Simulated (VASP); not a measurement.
# MgS (P6_3mc) in VASP: a series of runs, part 3 of 3

VASP 6.6.1. Earlier steps stand in the parts before.

**4. Single point, LDA (22.22 Å³/atom)**

This run uses another cell than the first one, of 22.22 Å³/atom.

Contents of INCAR:

```
SYSTEM = MgS
PREC     = Accurate       ! precision mode
ENCUT    = 520            ! plane-wave cutoff, eV
EDIFF    = 1E-6           ! SCF threshold, eV
ISMEAR   = -1             ! smearing method
SIGMA    = 0.05           ! smearing width, eV
LREAL    = .FALSE.        ! projectors in reciprocal space
LASPH    = .TRUE.         ! aspherical terms in the spheres
NELM     = 60             ! most SCF steps
ALGO     = Normal         ! electronic algorithm
ISIF     = 2              ! what is computed and relaxed
LWAVE    = .FALSE.        ! write WAVECAR
LCHARG   = .TRUE.         ! write CHGCAR
GGA      = CA             ! functional
LELF     = .TRUE.         ! ELF
LVHAR    = .TRUE.       
NBANDS   = 16             ! bands
```

Contents of KPOINTS:

```
regular mesh
0
G
  8 8 4
  0 0 0
```

Contents of POSCAR:

```
MgS
1.0
    4.0075435882      0.0000000000      0.0000000000
   -2.0037717941      3.4706345542      0.0000000000
    0.0000000000      0.0000000000      6.3891231196
S Mg
2 2
Direct
    0.6666666667      0.3333333333      0.8792441500
    0.3333333333      0.6666666667      0.3792441500
    0.3333333333      0.6666666667      0.9957548500
    0.6666666667      0.3333333333      0.4957548500
```

Potentials or basis: VASP PAW LDA potentials, release 64 (S, Mg).

Launch:

```sh
> cat potpaw_LDA.64/S/POTCAR potpaw_LDA.64/Mg/POTCAR > POTCAR
> mpirun -np 1 vasp_std > vasp.out
```

OUTCAR:

```text
SYSTEM = MgS
   PREC = Accurate
   ENCUT = 520
   EDIFF = 1E-6
   ISMEAR = -1
   LREAL = .FALSE.
   LASPH = .TRUE.
   NELM = 60
   ISIF = 2
   GGA = CA

 ion  position               nearest neighbor table
   1  0.667  0.333  0.879-   3 2.43   3 2.43   3 2.43   4 2.45
   2  0.333  0.667  0.379-   4 2.43   4 2.43   4 2.43   3 2.45
   3  0.333  0.667  0.996-   1 2.43   1 2.43   1 2.43   2 2.45
   4  0.667  0.333  0.496-   2 2.43   2 2.43   2 2.43   1 2.45

  LATTYP: Found a hexagonal cell.
 ALAT       =     4.0075435882
 C/A-ratio  =     1.5942741430

  Lattice vectors:

 A1 = (   4.0075435882,   0.0000000000,   0.0000000000)
 A2 = (  -2.0037717941,   3.4706345542,   0.0000000000)
 A3 = (   0.0000000000,   0.0000000000,   6.3891231196)

Analysis of symmetry for initial positions (statically):
=====================================================================
 Subroutine PRICEL returns:
 Original cell was already a primitive cell.

 Routine SETGRP: Setting up the symmetry group for a
 hexagonal supercell.

 Subroutine GETGRP returns: Found 12 space group operations
 (whereof  6 operations were pure point group operations)
 out of a pool of 24 trial point group operations.

The static configuration has the point symmetry C_3v.
 The point group associated with its full space group is C_6v.

Analysis of symmetry for dynamics (positions and initial velocities):
=====================================================================
 Subroutine PRICEL returns:
 Original cell was already a primitive cell.

 Routine SETGRP: Setting up the symmetry group for a
 hexagonal supercell.

 Subroutine GETGRP returns: Found 12 space group operations
 (whereof  6 operations were pure point group operations)
 out of a pool of 24 trial point group operations.

The dynamic configuration has the point symmetry C_3v.
 The point group associated with its full space group is C_6v.

 Subroutine INISYM returns: Found 12 space group operations
[... 122 lines left out ...]
  volume/ion in A,a.u.               =      22.22       149.92
  Fermi-wavevector in a.u.,A,eV,Ry     =   0.924426  1.746911 11.627035  0.854563
  Thomas-Fermi vector in A             =   2.050170
   LORBIT       =      0    0 simple, 1 ext, 2 COOP (PROOUT), +10 PAW based schemes
   GGA     = CA    functional components
   LHFCALC =     F    Hartree Fock is set to
   AEXX    =    0.0000 exact exchange contribution
   IVDW    =     0    specifies the selected vdW correction
   LEPSILON=     F    determine dielectric tensor
   LRPA    =     F    only Hartree local field effects (RPA)
 non-spin polarized calculation
  energy-cutoff  :      520.00
  volume of cell :       88.86
 maximum number of plane-waves:      2430
 NGX is ok and might be reduce to    30
   NGX = 15   NGY = 15   NGZ = 23

 number of electron      16.0000003 magnetization

 Free energy of the ion-electron system (eV)
  ---------------------------------------------------
  ext. energy  EPLUGINS =         0.00000000
  ---------------------------------------------------
  free energy    TOTEN  =       -18.81564314 eV

  energy without entropy =      -18.81564314  energy(sigma->0) =      -18.81564314

 E-fermi :   2.1994     XC(G=0):  -8.8344

 val. band max:        1.1613850427   @ k =   0.0000   0.0000   0.0000
 cond. band min:       4.4211937079   @ k =   0.0000   0.0000   0.0000
 fundamental gap:      3.2598086652
 Fermi energy:         2.1994465822

 k-point     1 :       0.0000    0.0000    0.0000
  band No.  band energies     occupation
      1     -10.2924      2.00000
      2      -9.5083      2.00000
      3      -2.2151      2.00000
      4       0.5586      2.00000
      5       0.5586      2.00000
      6       0.9953      2.00000
[... 433 lines left out ...]
      3      -1.8621      2.00000
      4      -1.8621      2.00000
      5       0.2536      2.00000
      6       0.2536      2.00000
[... 8 lines left out ...]
     15      10.2301      0.00000
     16      10.2301      0.00000

 [... further k-points ...]

------------------------ aborting loop because EDIFF is reached ----------------------------------------

  FORCE on cell =-STRESS in cart. coord.  units (eV):
  Direction    XX          YY          ZZ          XY          YZ          ZX
  --------------------------------------------------------------------------------------
  -------------------------------------------------------------------------------------
  Total       -0.6647740     -0.6647740     -0.8089756      0.0000000     -0.0000000      0.0000000
  in kB      -11.9855010    -11.9855010    -14.5853755      0.0000000     -0.0000000      0.0000000
  external PRESSURE =     -12.8521258 kB  Pullay stress =       0.0000000 kB

 VOLUME and BASIS-vectors are now :
 -----------------------------------------------------------------------------
  energy-cutoff  :      520.00
  volume of cell :       88.86
      direct lattice vectors                 reciprocal lattice vectors
     4.007543588  0.000000000  0.000000000     0.249529413  0.144065874  0.000000000
    -2.003771794  3.470634554  0.000000000     0.000000000  0.288131748  0.000000000
     0.000000000  0.000000000  6.389123120     0.000000000  0.000000000  0.156516001

 POSITION                                       TOTAL-FORCE (eV/Angst)
 -----------------------------------------------------------------------------------
      2.00377      1.15688      5.61760        -0.000000     -0.000000     -0.051729
     -0.00000      2.31376      2.42304         0.000000      0.000000     -0.051729
     -0.00000      2.31376      6.36200        -0.000000      0.000000      0.051729
      2.00377      1.15688      3.16744        -0.000000      0.000000      0.051729
 -----------------------------------------------------------------------------------
    total drift:                                0.000000      0.000000      0.000137

  FREE ENERGIE OF THE ION-ELECTRON SYSTEM (eV)
  ---------------------------------------------------
  free  energy   TOTEN  =       -18.8156431377 eV

  energy  without entropy=      -18.8156431377  energy(sigma->0) =      -18.81564314
```

OSZICAR:

```text
N       E                     dE             d eps       ncg     rms          rms(c)
DAV:   1     0.574656991975E+02    0.57466E+02   -0.59136E+03   960   0.807E+02
DAV:   2    -0.143789412516E+02   -0.71845E+02   -0.65912E+02  1408   0.134E+02
DAV:   3    -0.198540237584E+02   -0.54751E+01   -0.54558E+01  1312   0.405E+01
DAV:   4    -0.199173300903E+02   -0.63306E-01   -0.63298E-01  1192   0.534E+00
DAV:   5    -0.199184942750E+02   -0.11642E-02   -0.11642E-02  1312   0.732E-01    0.580E+00
DAV:   6    -0.189243252665E+02    0.99417E+00   -0.14847E+00  1040   0.560E+00    0.433E+00
DAV:   7    -0.188243870316E+02    0.99938E-01   -0.31713E-01  1216   0.262E+00    0.308E+00
DAV:   8    -0.188191505292E+02    0.52365E-02   -0.34811E-02  1104   0.105E+00    0.193E+00
DAV:   9    -0.188155863183E+02    0.35642E-02   -0.62369E-03  1160   0.442E-01    0.389E-01
DAV:  10    -0.188156352845E+02   -0.48966E-04   -0.31554E-04  1328   0.861E-02    0.148E-01
DAV:  11    -0.188156436918E+02   -0.84074E-05   -0.60673E-05  1176   0.386E-02    0.520E-02
DAV:  12    -0.188156431377E+02    0.55409E-06   -0.39298E-06  1200   0.102E-02
   1 F= -.18815643E+02 E0= -.18815643E+02  d E =-.264948E-10
```

stdout:

```text
POSCAR found type information on POSCAR S Mg
 POSCAR found :  2 types and       4 ions
 scaLAPACK will be used
 LDA part: xc-table for (Slater(with rela. corr.)+CA(PZ))
 , standard interpolation
 POSCAR, INCAR and KPOINTS ok, starting setup
 FFT: planning ... GRIDC
 FFT: planning ... GRID_SOFT
 FFT: planning ... GRID
 WAVECAR not read
 entering main loop
```

It took 24 s on 1 thread of Intel Xeon Platinum 8375C at 2.90GHz (Ice Lake), shared host; peak memory 0.18 GiB.

Results:

```yaml
Free_energy: -18.8156 eV
Pressure: -1.3 GPa
Largest_force: 0.052 eV/Å
Band_gap_on_the_k_mesh: 3.26 eV
```

Forces in eV/Å, atoms in the order of the input:
```
S    0.000  0.000 -0.052
S    0.000  0.000 -0.052
Mg   0.000  0.000  0.052
Mg   0.000  0.000  0.052
```

Stress tensor (GPa, compression positive):
```
-1.20  0.00  0.00
 0.00 -1.20  0.00
 0.00  0.00 -1.46
```

Levels at points of the mesh, in eV from the valence-band top:
| k point | band 4 | band 5 | band 6 | band 7 | band 8 | band 9 | band 10 | band 11 | band 12 | band 13 |
| --- | --- | --- | --- | --- | --- | --- | --- | --- | --- | --- |
| (0.00, 0.00, 0.00) | -0.60 | -0.60 | -0.17 | -0.17 | 0.00 | 3.26 | 4.49 | 7.32 | 7.32 | 8.09 |
| (0.50, 0.00, 0.00) | -2.56 | -1.98 | -1.31 | -0.99 | -0.49 | 4.49 | 5.00 | 5.64 | 7.34 | 8.17 |
| (0.00, 0.00, 0.50) | -2.01 | -0.39 | -0.39 | -0.39 | -0.39 | 4.75 | 4.75 | 7.47 | 7.47 | 7.47 |
| (0.50, 0.00, 0.50) | -3.26 | -0.94 | -0.94 | -0.85 | -0.85 | 4.42 | 4.42 | 6.12 | 6.12 | 9.11 |

**5. The runs side by side**

| cell | gap on the mesh (eV) | pressure (GPa) | largest force (eV/Å) |
| --- | --- | --- | --- |
| a = 3.952, b = 3.952, c = 6.301 Å, angles 90.0, 90.0, 120.0°, 4 atoms | 3.47 | 1.3 | 0.05 |
| a = 3.980, b = 3.980, c = 6.345 Å, angles 90.0, 90.0, 120.0°, 4 atoms | 3.36 | 0.0 | 0.05 |
| a = 4.008, b = 4.008, c = 6.389 Å, angles 90.0, 90.0, 120.0°, 4 atoms | 3.26 | -1.3 | 0.05 |

Alike in all rows: task single point; level LDA; potentials or basis VASP PAW LDA potentials, release 64 (S, Mg); no spin polarisation; k mesh 8 × 8 × 4; cutoff (eV) 520; smearing fermi-dirac 0.05 eV.

Absolute energies hang on the potentials; compare differences alone.
